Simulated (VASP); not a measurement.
A run of VASP 6.6.1 is set up as follows.

Contents of INCAR:

```
SYSTEM = SnSe2
  PREC = Accurate
  ENCUT = 600
  EDIFF = 1E-6
  ISMEAR = 1
  SIGMA = 0.02
  LREAL = .FALSE.
  LASPH = .TRUE.
  NELM = 80
  ALGO = Normal
  ISIF = 3
  LWAVE = .FALSE.
  LCHARG = .FALSE.
  GGA = PE
  IBRION = 2
  NSW = 80
  EDIFFG = -0.01
```

The input KPOINTS:

```
regular mesh
0
G
  4 4 6
  0 0 0
```

File POSCAR:

```
SnSe2
1.0
    6.0600000000      0.0000000000      0.0000000000
    0.0000000000      6.0600000000      0.0000000000
    0.0000000000      0.0000000000      3.9390000000
Sn Se
2 4
Direct
    0.0000000000      0.0000000000      0.0000000000
    0.5000000000      0.5000000000      0.5000000000
    0.3050000000      0.3050000000      0.0000000000
    0.1950000000      0.8050000000      0.5000000000
    0.6950000000      0.6950000000      0.0000000000
    0.8050000000      0.1950000000      0.5000000000
```

Potentials or basis: VASP PAW PBE potentials, release 64 (Sn_d, Se).

Command:

```console
$ cat potpaw_PBE.64/Sn_d/POTCAR potpaw_PBE.64/Se/POTCAR > POTCAR
$ mpirun -np 1 vasp_std > vasp.out
```

(1) Predict the relaxed volume.

(2) Estimate the space group after relaxing (to 0.1 Å).

(3) What does it give for the band gap on the k mesh?

## Answers

(1) 28.97 Å³/atom.

(2) P4_2/mnm (No. 136).

(3) zero (bands 26 and 27 overlap by 0.04 eV).

Caveat: the volume moved by over 15 % at a fixed basis, so the end points are rough; semilocal functionals underestimate gaps, so a narrow gap can read as zero; spin-orbit coupling is left out, which moves the levels of the heavy elements.
